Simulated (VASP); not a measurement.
Input of a VASP 6.6.1 run:

Contents of INCAR:

```
ALGO     = Normal         # electronic algorithm
EDIFF    = 1E-7           # SCF threshold, eV
ENCUT    = 520            # plane-wave cutoff, eV
GGA      = PS             # functional
ISIF     = 2              # what is computed and relaxed
ISMEAR   = 0              # smearing method
LASPH    = True           # aspherical terms in the spheres
LCHARG   = False          # write CHGCAR
LREAL    = False          # projectors in reciprocal space
LWAVE    = False          # write WAVECAR
NBANDS   = 27             # bands
NELM     = 100            # most SCF steps
PREC     = Accurate       # precision mode
SIGMA    = 0.05           # smearing width, eV
```

Contents of KPOINTS:

```
k-points
0
Gamma
  8 8 6
```

Contents of POSCAR:

```
InSe
1.0
    5.8749264423     -2.0552742521     -0.0052948673
    5.8749264423      2.0552742521     -0.0052948673
   -1.6051187023      0.0000000000      4.2720903652
In Se
2 2
Direct
    0.8826039009      0.8826039009      0.0056382602
    0.1141973411      0.1141973411      0.9709460661
    0.6547212217      0.6547212217      0.6374867706
    0.3452787783      0.3452787783      0.3625132294
```

Potentials or basis: VASP PAW PBE potentials, release 64 (In_d, Se).

The run is started by

```bash
$ cat potpaw_PBE.64/In_d/POTCAR potpaw_PBE.64/Se/POTCAR > POTCAR
$ mpirun -np 1 vasp_std > vasp.out
```

Problem. What does it give for the largest force?

Solution. 0.387 eV/Å.

Problem. Estimate the band gap on the k mesh.

Solution. 0.67 eV (least direct gap 1.11 eV).

Problem. Estimate the pressure.

Solution. 0.0 GPa.

Forces on the atoms (eV/Å):
```
In   0.072  0.000  0.380
In   0.031  0.000  0.063
Se  -0.227  0.000 -0.223
Se   0.124  0.000 -0.221
```

Caveat: the cell differs from its parent crystal (atom 1 (In) moved -0.100 Å along Cartesian [0 0 1]); the PAW data sets were made with another functional, which shifts forces and pressure a little; spin-orbit coupling is left out, which moves the levels of the heavy elements. A k mesh can miss the band edges.
